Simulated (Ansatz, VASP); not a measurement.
SiO2 in VASP and in Ansatz

Contents of INCAR:

```
PREC = Accurate
ENCUT = 520
EDIFF = 1E-7
ISMEAR = 0
SIGMA = 0.05
LREAL = False
LASPH = True
NELM = 60
ALGO = Normal
ISIF = 2
LWAVE = False
LCHARG = True
GGA = PE
LELF = True
LVHAR = True
NBANDS = 25
```

File KPOINTS:

```
regular mesh
0
Gamma
  6 6 10
```

The input POSCAR:

```
SiO2
1.0
    4.0139795618      0.0000000000      0.0000000000
    0.0000000000      4.0139795618      0.0000000000
    0.0000000000      0.0000000000      2.8756149580
Si O
2 4
Direct
    0.5000000000      0.5000000000      0.5000000000
    0.0000000000      0.0000000000      0.0000000000
    0.6930127928      0.6930127928      0.0000000000
    0.1930127928      0.8069872072      0.5000000000
    0.3069872072      0.3069872072      0.0000000000
    0.8069872072      0.1930127928      0.5000000000
```

Input for Ansatz:

```yaml
crystal:
  lattice:
    - [4.0139795618, 0.0, 0.0]
    - [0.0, 4.0139795618, 0.0]
    - [0.0, 0.0, 2.875614958]
  atoms:
    - { symbol: Si, position: [0.5, 0.5, 0.5] }
    - { symbol: Si, position: [0.0, 0.0, 0.0] }
    - { symbol: O, position: [0.6930127928, 0.6930127928, 0.0] }
    - { symbol: O, position: [0.1930127928, 0.8069872072, 0.5] }
    - { symbol: O, position: [0.3069872072, 0.3069872072, 0.0] }
    - { symbol: O, position: [0.8069872072, 0.1930127928, 0.5] }
basis:
  ecutwfc: 520.0
kpoints:
  mp_grid: { grid: [6, 6, 10] }
hamiltonian:
  xc: pbe
  pseudopotentials: { kind: paw, azcp: { folder: soft_1 } }
scf:
  occupations: { method: gaussian, width: 0.05 }
output:
  forces: true
  stress: true
  eigenvalues: true
```

Alike in both runs: task single point; functional PBE; k mesh 6 × 6 × 10; occupations gaussian, width 0.05 eV; no spin polarisation.

|  | VASP | Ansatz |
| --- | --- | --- |
| version | VASP 6.6.1 | Ansatz 0.2.0 |
| potentials or method | VASP PAW PBE potentials, release 64 (Si, O), cutoff 520 eV | scalar-relativistic, plane waves, PAW |
| valence electrons in the cell | 32 | 32 |

|  | VASP | Ansatz | Ansatz less VASP |
| --- | --- | --- | --- |
| gap on the k mesh at the Fermi level (eV) | 5.20 | 5.21 | +0.017 |
| least direct gap on the mesh (eV) | 5.20 | 5.21 | +0.017 |
| pressure (GPa) | 10.4 | 10.1 | -0.25 |
| traceless stress, the component that is largest in VASP (GPa) | -31.34 | -31.43 | -0.091 |
| rms of the force components (eV/Å) | 0.415 | 0.421 | +0.0057 |

Atom by atom the forces differ by 0.006 eV/Å (rms over components). The functional is the same, so the differences come from potentials, cutoffs and numerics.
